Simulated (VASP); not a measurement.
# Li4Sb4Rh (I4/m) in VASP: single point with r2SCAN

Aim: the single point of Li4Sb4Rh with r2SCAN.

Program: VASP 6.6.1. These are calculated values, not measurements. Logs are shortened: lines on timing, memory, paths and dates and some standing lists are left out, and cuts for length are marked.

### 1 The cell of the first run

The structure is tetragonal, space group I4/m (No. 87). The conventional cell has a = 7.885 Å, b = 7.885 Å, c = 5.117 Å, α = 90.00°, β = 90.00°, γ = 90.00°. Within 3.1 Å of Li (site symmetry m) lie 5 Sb at 2.33 to 2.72 Å. Within 3.1 Å of Sb (site symmetry m) lie 5 Li at 2.33 to 2.72 Å and 1 Rh at 2.36 Å. Within 3.1 Å of Rh (site symmetry 4/m) lie 4 Sb at 2.36 Å.

### 2 Single point, r2SCAN

File POSCAR:

```
Li4Sb4Rh
1.0
    0.0000000000      0.0000000000      5.1166828400
    3.9423213400     -3.9423213400      2.5583414200
    3.9423213400      3.9423213400     -2.5583414200
Li Sb Rh
4 4 1
Direct
    0.2110000000      0.1840000000      0.6060000000
    0.3950000000      0.3940000000      0.1840000000
    0.7890000000      0.8160000000      0.3940000000
    0.6050000000      0.6060000000      0.8160000000
    0.2920000000      0.7740000000      0.3580000000
    0.0660000000      0.6420000000      0.7740000000
    0.7080000000      0.2260000000      0.6420000000
    0.9340000000      0.3580000000      0.2260000000
    0.0000000000      0.0000000000      0.0000000000
```

File INCAR.step1:

```
ALGO     = Normal         # electronic algorithm
EDIFF    = 1E-4           # SCF threshold, eV
ENCUT    = 520            # plane-wave cutoff, eV
GGA      = PE             # functional
ISMEAR   = -5             # smearing method
LASPH    = True           # aspherical terms in the spheres
LCHARG   = False          # write CHGCAR
LREAL    = False          # projectors in reciprocal space
LWAVE    = True           # write WAVECAR
NBANDS   = 34             # bands
NELM     = 60             # most SCF steps
PREC     = Accurate       # precision mode
SIGMA    = 0.1            # smearing width, eV
```

File INCAR.step2:

```
ALGO     = Normal         # electronic algorithm
EDIFF    = 1E-7           # SCF threshold, eV
ENCUT    = 520            # plane-wave cutoff, eV
ISIF     = 2              # what is computed and relaxed
ISMEAR   = -5             # smearing method
ISTART   = 1            
LASPH    = True           # aspherical terms in the spheres
LCHARG   = False          # write CHGCAR
LMIXTAU  = True         
LREAL    = False          # projectors in reciprocal space
LWAVE    = False          # write WAVECAR
METAGGA  = R2SCAN         # meta-GGA
NBANDS   = 34             # bands
NELM     = 60             # most SCF steps
PREC     = Accurate       # precision mode
SIGMA    = 0.1            # smearing width, eV
```

File KPOINTS:

```
k-points
0
Gamma
  6 6 6
```

Potentials or basis: VASP PAW PBE potentials, release 64 (Li_sv, Sb, Rh_pv).

The run is started by

```bash
> cat potpaw_PBE.64/Li_sv/POTCAR potpaw_PBE.64/Sb/POTCAR potpaw_PBE.64/Rh_pv/POTCAR > POTCAR
> cp INCAR.step1 INCAR
> mpirun -np 1 vasp_std > vasp.out
> cp INCAR.step2 INCAR
> mpirun -np 1 vasp_std > vasp.out
```

OUTCAR:

```text
EDIFF = 1E-7
   ENCUT = 520
   ISIF = 2
   ISMEAR = -5
   ISTART = 1
   LASPH = True
   LREAL = False
   METAGGA = R2SCAN
   NELM = 60
   PREC = Accurate

 ion  position               nearest neighbor table
   1  0.211  0.184  0.606-   8 2.33   7 2.58   7 2.58   5 2.67   6 2.72
   2  0.395  0.394  0.184-   5 2.33   8 2.58   8 2.58   6 2.67   7 2.72
   3  0.789  0.816  0.394-   6 2.33   5 2.58   5 2.58   7 2.67   8 2.72
   4  0.605  0.606  0.816-   7 2.33   6 2.58   6 2.58   8 2.67   5 2.72
   5  0.292  0.774  0.358-   2 2.33   9 2.36   3 2.58   3 2.58   1 2.67   4 2.72   6 3.34   8 3.34
                             7 3.44   8 3.53   6 3.53   6 3.53   8 3.53
   6  0.066  0.642  0.774-   3 2.33   9 2.36   4 2.58   4 2.58   2 2.67   1 2.72   5 3.34   7 3.34
                             8 3.44   7 3.53   5 3.53   5 3.53   7 3.53
   7  0.708  0.226  0.642-   4 2.33   9 2.36   1 2.58   1 2.58   3 2.67   2 2.72   8 3.34   6 3.34
                             5 3.44   6 3.53   8 3.53   8 3.53   6 3.53
   8  0.934  0.358  0.226-   1 2.33   9 2.36   2 2.58   2 2.58   4 2.67   3 2.72   5 3.34   7 3.34
                             6 3.44   5 3.53   7 3.53   7 3.53   5 3.53
   9  0.000  0.000  0.000-   5 2.36   6 2.36   7 2.36   8 2.36

  LATTYP: Found a body centered tetragonal cell.
 ALAT       =     7.8846426800
 C/A-ratio  =     0.6489428941

  Lattice vectors:

 A1 = (   3.9423213400,  -3.9423213400,  -2.5583414200)
 A2 = (  -3.9423213400,   3.9423213400,  -2.5583414200)
 A3 = (   3.9423213400,   3.9423213400,   2.5583414200)

Analysis of symmetry for initial positions (statically):
=====================================================================
 Subroutine PRICEL returns:
 Original cell was already a primitive cell.

 Routine SETGRP: Setting up the symmetry group for a
 body centered tetragonal supercell.

 Subroutine GETGRP returns: Found  8 space group operations
 (whereof  8 operations were pure point group operations)
 out of a pool of 16 trial point group operations.

The static configuration has the point symmetry C_4h.

Analysis of symmetry for dynamics (positions and initial velocities):
=====================================================================
 Subroutine PRICEL returns:
 Original cell was already a primitive cell.

 Routine SETGRP: Setting up the symmetry group for a
 body centered tetragonal supercell.

 Subroutine GETGRP returns: Found  8 space group operations
 (whereof  8 operations were pure point group operations)
 out of a pool of 16 trial point group operations.

The dynamic configuration has the point symmetry C_4h.

 Subroutine INISYM returns: Found  8 space group operations
 (whereof  8 operations are pure point group operations),
 and found     1 'primitive' translations

----------------------------------------------------------------------------------------

                                     Primitive cell

  volume of cell :     159.0459

  direct lattice vectors                    reciprocal lattice vectors
     0.000000000  0.000000000  5.116682840     0.000000000  0.126828829  0.195439122
     3.942321340 -3.942321340  2.558341420     0.126828829 -0.126828829  0.000000000
     3.942321340  3.942321340 -2.558341420     0.126828829  0.126828829  0.000000000

  length of vectors
     5.116682840  6.134240452  6.134240452     0.232984983  0.179363050  0.179363050

  position of ions in fractional coordinates (direct lattice)
     0.211000000  0.184000000  0.606000000
     0.395000000  0.394000000  0.184000000
     0.789000000  0.816000000  0.394000000
     0.605000000  0.606000000  0.816000000
     0.292000000  0.774000000  0.358000000
     0.066000000  0.642000000  0.774000000
     0.708000000  0.226000000  0.642000000
     0.934000000  0.358000000  0.226000000
     0.000000000  0.000000000  0.000000000

  ion indices of the primitive-cell ions
   primitive index   ion index
                 1           1
                 2           2
                 3           3
                 4           4
                 5           5
                 6           6
                 7           7
                 8           8
                 9           9

----------------------------------------------------------------------------------------

 KPOINTS: k-points

Automatic generation of k-mesh.
 Grid dimensions read from file:
 generate k-points for:    6    6    6

 Generating k-lattice:

  Cartesian coordinates                     Fractional coordinates (reciprocal lattice)
     0.000000000  0.021138138  0.032573187     0.166666667 -0.000000000  0.000000000
     0.021138138 -0.021138138  0.000000000     0.000000000  0.166666667  0.000000000
     0.021138138  0.021138138  0.000000000     0.000000000  0.000000000  0.166666667

  Length of vectors
     0.038830830  0.029893842  0.029893842

  Shift w.r.t. Gamma in fractional coordinates (k-lattice)
     0.000000000  0.000000000  0.000000000

 TETIRR: Found    254 inequivalent tetrahedra from     1296

 Subroutine IBZKPT returns following result:
 ===========================================

 Found     36 irreducible k-points:

 Following reciprocal coordinates:
            Coordinates               Weight
  0.000000  0.000000  0.000000      1.000000
  0.166667  0.000000  0.000000      8.000000
  0.333333  0.000000 -0.000000      8.000000
  0.500000  0.000000  0.000000      4.000000
  0.000000  0.166667  0.000000      4.000000
  0.333333  0.166667  0.000000      8.000000
[... 16 lines left out ...]
  0.166667  0.333333  0.166667      8.000000
 -0.333333  0.333333  0.166667      4.000000
 [... further k-points ...]
   k-points           NKPTS =     36   k-points in BZ     NKDIM =     36   number of bands    NBANDS=     34
   number of dos      NEDOS =    301   number of ions     NIONS =      9
   total plane-waves  NPLWV =  92160
   dimension x,y,z NGX =    40 NGY =   48 NGZ =   48
   dimension x,y,z NGXF=    80 NGYF=   96 NGZF=   96
   ions per type =               4   4   1
   NGX,Y,Z   is equivalent  to a cutoff of  13.00, 13.01, 13.01 a.u.
   NGXF,Y,Z  is equivalent  to a cutoff of  25.99, 26.02, 26.02 a.u.
 SYSTEM =  unknown system
   PREC   = accura    normal or accurate (medium, high low for compatibility)
   ISTART =      1    job   : 0-new  1-cont  2-samecut
   ICHARG =      0    charge: 1-file 2-atom 10-const
   ISPIN  =      1    spin polarized calculation?
   LNONCOLLINEAR =      F non collinear calculations
   LSORBIT =      F    spin-orbit coupling
   LASPH  =      T    aspherical Exc in radial PAW
   ENCUT  =  520.0 eV  38.22 Ry    6.18 a.u.   9.51 11.41 11.41*2*pi/ulx,y,z
   NELM   =     60;   NELMIN=  2; NELMDL=  0     # of ELM steps
   EDIFF  = 0.1E-06   stopping-criterion for ELM
   LREAL  =      F    real-space projection
   EDIFFG = 0.1E-05   stopping-criterion for IOM
   NSW    =      0    number of steps for IOM
   IBRION =     -1    ionic relax: 0-MD 1-quasi-New 2-CG
   NFREE  =      0    steps in history (QN), initial steepest desc. (CG)
   ISIF   =      2    stress and relaxation
   ISYM   =      2    0-nonsym 1-usesym 2-fastsym
   POTIM  = 0.5000    time-step for ionic-motion
   TEBEG  =    0.0;   TEEND  =   0.0 temperature during run
   PSTRESS=    0.0 pullay stress
   NELECT =      47.0000    total number of electrons
   NUPDOWN=      -1.0000    fix difference up-down
   EMIN   =  10.00;   EMAX   =-10.00  energy-range for DOS
   EFERMI =   0.00;   METHOD = LEGACY
   ISMEAR =    -5;   SIGMA  =   0.10  broadening in eV -4-tet -1-fermi 0-gaus
   EFERMI_NEDOS =   21; number of points for ismear=-14 and -15
   IALGO  =     38    algorithm
   IMIX   =      4    mixing-type and parameters
     AMIX     =   0.40;   BMIX     =  1.00
     AMIX_MAG =   1.60;   BMIX_MAG =  1.00
  volume/ion in A,a.u.               =      17.67       119.25
  Fermi-wavevector in a.u.,A,eV,Ry     =   1.090435  2.060624 16.177998  1.189049
  Thomas-Fermi vector in A             =   2.226660
   LORBIT       =      0    0 simple, 1 ext, 2 COOP (PROOUT), +10 PAW based schemes
   METAGGA = R2SCAN    functional components
   LHFCALC =     F    Hartree Fock is set to
   AEXX    =    0.0000 exact exchange contribution
   IVDW    =     0    specifies the selected vdW correction
   LEPSILON=     F    determine dielectric tensor
   LRPA    =     F    only Hartree local field effects (RPA)
 non-spin polarized calculation
 Fermi weights with tetrahedron method with Bloechl corrections
  energy-cutoff  :      520.00
  volume of cell :      159.05
 maximum number of plane-waves:      4316
 NGX is ok and might be reduce to    40
   NGX = 19   NGY = 23   NGZ = 23

 number of electron      46.9999999 magnetization

 Free energy of the ion-electron system (eV)
  ---------------------------------------------------
  ext. energy  EPLUGINS =         0.00000000
  ---------------------------------------------------
  free energy    TOTEN  =      -134.09075302 eV

  energy without entropy =     -134.09075302  energy(sigma->0) =     -134.09075302

 E-fermi :   7.4090     XC(G=0): -10.6538

 val. band max:        7.4746311968   @ k =  -0.1667   0.3333  -0.0000
 cond. band min:       7.4362564588   @ k =   0.0000   0.5000   0.5000
 fundamental gap:     -0.0383747380
 Fermi energy:         7.4090234308

 k-point     1 :       0.0000    0.0000    0.0000
  band No.  band energies     occupation
      1     -40.7172      2.00000
      2     -40.7124      2.00000
      3     -40.7124      2.00000
      4     -40.7117      2.00000
      5     -40.5089      2.00000
      6     -40.5089      2.00000
[... 26 lines left out ...]
     33      14.9413      0.00000
     34      15.4971      0.00000

 k-point     2 :       0.1667    0.0000    0.0000
  band No.  band energies     occupation
      1     -40.7168      2.00000
      2     -40.7130      2.00000
      3     -40.7123      2.00000
      4     -40.7119      2.00000
      5     -40.5089      2.00000
      6     -40.5089      2.00000
[... 26 lines left out ...]
     33      14.3053      0.00000
     34      14.3925      0.00000
[... 775 lines left out ...]
     33      13.5580      0.00000
     34      14.2704      0.00000

 k-point    24 :      -0.3333    0.3333    0.1667
  band No.  band energies     occupation
      1     -40.7153      2.00000
      2     -40.7142      2.00000
      3     -40.7127      2.00000
      4     -40.7121      2.00000
      5     -40.5090      2.00000
      6     -40.5088      2.00000
[... 26 lines left out ...]
     33      14.3849      0.00000
     34      14.4272      0.00000

 [... further k-points ...]
[... 5 lines left out ...]
  --------------------------------------------------------------------------------------
  -------------------------------------------------------------------------------------
  Total       28.7691012     28.7691012     12.5863006     -0.0000489      0.0000000      0.0000000
  in kB      289.8106500    289.8106500    126.7903347     -0.0004928      0.0000000      0.0000000
  external PRESSURE =     235.4705449 kB  Pullay stress =       0.0000000 kB

 VOLUME and BASIS-vectors are now :
 -----------------------------------------------------------------------------
  energy-cutoff  :      520.00
  volume of cell :      159.05
      direct lattice vectors                 reciprocal lattice vectors
     0.000000000  0.000000000  5.116682840     0.000000000  0.126828829  0.195439122
     3.942321340 -3.942321340  2.558341420     0.126828829 -0.126828829  0.000000000
     3.942321340  3.942321340 -2.558341420     0.126828829  0.126828829  0.000000000

 POSITION                                       TOTAL-FORCE (eV/Angst)
 -----------------------------------------------------------------------------------
      3.11443      1.66366     -0.00000         0.679922      1.956856      0.000000
      2.27866     -0.82789      2.55834        -1.956856      0.679922      0.000000
      4.77021     -1.66366      5.11668        -0.679922     -1.956856     -0.000000
      5.60598      0.82789      2.55834         1.956856     -0.679922     -0.000000
      4.46271     -1.64001      2.55834         1.632978      2.416412     -0.000000
      5.58233      0.52039      0.00000        -2.416412      1.632978     -0.000000
      3.42193      1.64001      2.55834        -1.632978     -2.416412      0.000000
      2.30232     -0.52039      5.11668         2.416412     -1.632978      0.000000
      0.00000      0.00000      0.00000        -0.000000      0.000000     -0.000000
 -----------------------------------------------------------------------------------
    total drift:                               -0.000000     -0.000000      0.000000

  FREE ENERGIE OF THE ION-ELECTRON SYSTEM (eV)
  ---------------------------------------------------
  free  energy   TOTEN  =      -134.0907530183 eV

  energy  without entropy=     -134.0907530183  energy(sigma->0) =     -134.09075302
```

It took 7.9 min on 1 thread of Intel Xeon 6975P-C (Granite Rapids), shared host; peak memory 0.44 GiB.

What came out:

| Item | Value |
| --- | --- |
| Free energy | -134.0908 eV |
| Largest force | 2.916 eV/Å |

Forces on the atoms (eV/Å):
```
Li   0.680  1.957  0.000
Li  -1.957  0.680  0.000
Li  -0.680 -1.957  0.000
Li   1.957 -0.680  0.000
Sb   1.633  2.416  0.000
Sb  -2.416  1.633  0.000
Sb  -1.633 -2.416  0.000
Sb   2.416 -1.633  0.000
Rh   0.000  0.000  0.000
```

Caveat: the cutoff is under 1.25 times the usual one of these potentials, so pressure, stress and relaxed cells hold a basis-set (Pulay) error; the PAW data sets were made with another functional, which shifts forces and pressure a little; spin-orbit coupling is left out, which moves the levels of the heavy elements; tetrahedron occupations give inexact forces and stress in metals.
